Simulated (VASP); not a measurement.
Write the native input for VASP 6.6.1 that does the following.

- Task: single point
- Functional: r2SCAN
- Dispersion: rVV10
- Potentials or basis: VASP PAW PBE potentials, release 64 (Ga_d)
- Cutoff: 520 eV
- k mesh: 10 × 10 × 10
- Occupations: tetrahedron
- Spin: non-collinear spin, zero start, spin-orbit coupling
- Starting moments: [[0.0, 0.0, 0.0]] μB
- Dipole correction: no
- Further INCAR settings: ALGO = Normal; EDIFF = 1e-06; NBANDS = 24

Ga:

```
Ga
1.0
    -1.38440    1.38440    2.31122
     1.38440   -1.38440    2.31122
     1.38440    1.38440   -2.31122
Ga
1
Direct
  0.00000 0.00000 0.00000
```

These files were run (other wordings do the same):

POSCAR

```
Ga
1.0
   -1.3843987196      1.3843987196      2.3112238365
    1.3843987196     -1.3843987196      2.3112238365
    1.3843987196      1.3843987196     -2.3112238365
Ga
1
Direct
    0.0000000000      0.0000000000      0.0000000000
```

INCAR.step1

```
ALGO     = Normal         # electronic algorithm
EDIFF    = 1E-4           # SCF threshold, eV
ENCUT    = 520            # plane-wave cutoff, eV
GGA      = PE             # functional
GGA_COMPAT= False        
ISMEAR   = -5             # smearing method
LASPH    = True           # aspherical terms in the spheres
LCHARG   = False          # write CHGCAR
LREAL    = False          # projectors in reciprocal space
LSORBIT  = True           # spin-orbit coupling
LWAVE    = True           # write WAVECAR
MAGMOM   = 0 0 0          # initial moments
NBANDS   = 24             # bands
NELM     = 150            # most SCF steps
PREC     = Accurate       # precision mode
SIGMA    = 0.05           # smearing width, eV
```

INCAR.step2

```
ALGO     = Normal         # electronic algorithm
BPARAM   = 11.95        
CPARAM   = 0.0093       
EDIFF    = 1E-6           # SCF threshold, eV
ENCUT    = 520            # plane-wave cutoff, eV
GGA_COMPAT= False        
ISIF     = 2              # what is computed and relaxed
ISMEAR   = -5             # smearing method
ISTART   = 1            
IVDW_NL  = 2            
LASPH    = True           # aspherical terms in the spheres
LCHARG   = False          # write CHGCAR
LMIXTAU  = True         
LORBIT   = 11             # projections on sites
LORBMOM  = True         
LREAL    = False          # projectors in reciprocal space
LSORBIT  = True           # spin-orbit coupling
LUSE_VDW = True         
LWAVE    = False          # write WAVECAR
MAGMOM   = 0 0 0          # initial moments
METAGGA  = R2SCAN         # meta-GGA
NBANDS   = 24             # bands
NELM     = 150            # most SCF steps
PREC     = Accurate       # precision mode
SIGMA    = 0.05           # smearing width, eV
```

KPOINTS

```
k-points
0
Gamma
  10 10 10
```

Potentials or basis: VASP PAW PBE potentials, release 64 (Ga_d).

Launch:

```sh
$ cat potpaw_PBE.64/Ga_d/POTCAR > POTCAR
$ cp INCAR.step1 INCAR
$ mpirun -np 1 vasp_ncl > vasp.out
$ cp INCAR.step2 INCAR
$ mpirun -np 1 vasp_ncl > vasp.out
```

Results of the run:

- Pressure: -0.2 GPa
- Net moment: 0.00 μB per cell
- Valence electrons inside the program's atomic spheres: Ga 11.54

Caveat: the PAW data sets were made with another functional, which shifts forces and pressure a little.

Wall time 12 min on 1 thread of Intel Xeon 8259CL, with other jobs on the host, peak memory 0.33 GiB.
